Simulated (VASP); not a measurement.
Set up this calculation in VASP 6.6.1, as the native input.

```
Task                   : single point
Functional             : PBE
Potentials or basis    : VASP PAW PBE potentials, release 64 (Be, B)
Cutoff                 : 520 eV
k mesh                 : 24 × 24 × 30
Occupations            : gaussian, width 0.1 eV
Spin                   : no spin polarisation
Dipole correction      : no
Further INCAR settings : ALGO = Normal; EDIFF = 1e-06; NBANDS = 10
```

The structure of BeB lies in POSCAR:

```
BeB
1.0
    3.1183739742      0.0000000000      0.0000000000
   -1.5591869871      2.7005910802      0.0000000000
    0.0000000000      0.0000000000      1.8278047003
Be B
1 1
Direct
    0.0000000000      0.0000000000      0.0000000000
    0.6666666667      0.3333333333      0.5000000000
```

The input as run:

INCAR

```
ALGO     = Normal         # electronic algorithm
EDIFF    = 1E-6           # SCF threshold, eV
ENCUT    = 520            # plane-wave cutoff, eV
GGA      = PE             # functional
ISIF     = 2              # what is computed and relaxed
ISMEAR   = 0              # smearing method
LASPH    = T              # aspherical terms in the spheres
LCHARG   = F              # write CHGCAR
LREAL    = F              # projectors in reciprocal space
LWAVE    = F              # write WAVECAR
NBANDS   = 10             # bands
NELM     = 100            # most SCF steps
PREC     = Accurate       # precision mode
SIGMA    = 0.1            # smearing width, eV
```

KPOINTS

```
k-points
0
Gamma
  24 24 30
```

Potentials or basis: VASP PAW PBE potentials, release 64 (Be, B).

Run with:

```bash
$ cat potpaw_PBE.64/Be/POTCAR potpaw_PBE.64/B/POTCAR > POTCAR
$ mpirun -np 1 vasp_std > vasp.out
```

Results of the run:

```
Pressure : 0.1 GPa
```

Run time: 57 s on 1 thread of Intel(R) Xeon(R) Platinum 8488C (Sapphire Rapids) (shared host), peak memory 0.25 GiB.
